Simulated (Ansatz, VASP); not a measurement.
# Two plane-wave programs on LiF

Contents of INCAR:

```
ALGO = Normal
EDIFF = 1E-6
ENCUT = 520
GGA = PE
ISIF = 2
ISMEAR = 0
LASPH = True
LCHARG = False
LREAL = False
LWAVE = False
NBANDS = 18
NELM = 60
PREC = Accurate
SIGMA = 0.05
```

The input KPOINTS:

```
k-points
0
Gamma
  9 9 6
```

POSCAR

```
LiF
1.0
    3.1427330808      0.0000000000      0.0000000000
   -1.5713665404      2.7216866853      0.0000000000
    0.0000000000      0.0000000000      4.8495514170
Li F
2 2
Direct
    0.3333333333      0.6666666667      0.3402706354
    0.6666666667      0.3333333333      0.8402706354
    0.3333333333      0.6666666667      0.9939266766
    0.6666666667      0.3333333333      0.4939266766
```

Input for Ansatz:

```yaml
crystal:
  lattice:
    - [3.1427330808, 0.0, 0.0]
    - [-1.5713665404, 2.7216866853, 0.0]
    - [0.0, 0.0, 4.849551417]
  atoms:
    - { symbol: Li, position: [0.3333333333, 0.6666666667, 0.3402706354] }
    - { symbol: Li, position: [0.6666666667, 0.3333333333, 0.8402706354] }
    - { symbol: F, position: [0.3333333333, 0.6666666667, 0.9939266766] }
    - { symbol: F, position: [0.6666666667, 0.3333333333, 0.4939266766] }
basis:
  ecutwfc: 520.0
kpoints:
  mp_grid: { grid: [9, 9, 6] }
hamiltonian:
  xc: pbe
scf:
  occupations: { method: gaussian, width: 0.05 }
output:
  forces: true
  stress: true
  eigenvalues: true
```

Alike in both runs: task single point; functional PBE; k mesh 9 × 9 × 6; occupations gaussian, width 0.05 eV; no spin polarisation.

|  | VASP | Ansatz |
| --- | --- | --- |
| version | VASP 6.6.1 | Ansatz 0.2.0 |
| potentials or method | VASP PAW PBE potentials, release 64 (Li_sv, F), cutoff 520 eV | scalar-relativistic, plane waves, PAW |
| valence electrons in the cell | 20 | 20 |

```csv
,VASP,Ansatz,Ansatz less VASP
gap on the k mesh at the Fermi level (eV),7.60,7.62,+0.012
least direct gap on the mesh (eV),7.60,7.62,+0.012
rms of the force components (eV/Å),0.697,0.660,-0.0363
```

Atom by atom the forces differ by 0.036 eV/Å (rms over components).

Noted on VASP's run: the cutoff is short for stress, so the pressure is rough.
